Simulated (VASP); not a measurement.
Input of a VASP 6.6.1 run:

The input INCAR:

```
ALGO     = Normal         # electronic algorithm
EDIFF    = 1E-7           # SCF threshold, eV
EDIFFG   = -0.08          # ionic threshold
ENCUT    = 600            # plane-wave cutoff, eV
GGA      = PE             # functional
GGA_COMPAT= F            
IBRION   = 2              # ionic algorithm
ISIF     = 3              # what is computed and relaxed
ISMEAR   = 0              # smearing method
LASPH    = T              # aspherical terms in the spheres
LCHARG   = F              # write CHGCAR
LREAL    = F              # projectors in reciprocal space
LWAVE    = F              # write WAVECAR
NELM     = 120            # most SCF steps
NELMIN   = 4            
NSW      = 36             # ionic steps
PREC     = Accurate       # precision mode
SIGMA    = 0.2            # smearing width, eV
```

Contents of KPOINTS:

```
k-points
0
Gamma
  4 4 4
```

File POSCAR:

```
TeO4
1.0
   -2.8131605400      2.8131605400      2.8131605400
    2.8131605400     -2.8131605400      2.8131605400
    2.8131605400      2.8131605400     -2.8131605400
Te O
1 4
Direct
    0.0000000000      0.0000000000      0.0000000000
    0.3495999900      0.3495999900      0.3495999900
    0.6504000100      0.0000000000      0.0000000000
    0.0000000000      0.0000000000      0.6504000100
    0.0000000000      0.6504000100      0.0000000000
```

Potentials or basis: VASP PAW PBE potentials, release 64 (Te, O).

Run with:

```bash
$ cat potpaw_PBE.64/Te/POTCAR potpaw_PBE.64/O/POTCAR > POTCAR
$ mpirun -np 1 vasp_std > vasp.out
```

Estimate the relaxed cell.

a = 4.519 Å, b = 4.519 Å, c = 4.519 Å, α = 109.47°, β = 109.47°, γ = 109.47°.

Predict the relaxed volume.

14.21 Å³/atom.

Final structure:
```cif
data_structure
_symmetry_space_group_name_H-M 'P 1'
_symmetry_Int_Tables_number 1
_cell_length_a 4.5188
_cell_length_b 4.5188
_cell_length_c 4.5188
_cell_angle_alpha 109.471
_cell_angle_beta 109.471
_cell_angle_gamma 109.471
_cell_volume 71.03
loop_
_atom_site_label
_atom_site_type_symbol
_atom_site_fract_x
_atom_site_fract_y
_atom_site_fract_z
_atom_site_occupancy
Te1 Te 0.00000 0.00000 0.00000 1
O1 O 0.41476 0.41476 0.41476 1
O2 O 0.58524 0.00000 0.00000 1
O3 O 0.00000 0.00000 0.58524 1
O4 O 0.00000 0.58524 0.00000 1
```

Caveat: the k points lie up to 0.43 Å⁻¹ apart in the final cell, too coarse for converged energies and pressures of a metal; the volume moved by over 15 % at a fixed basis, so the end points are rough.
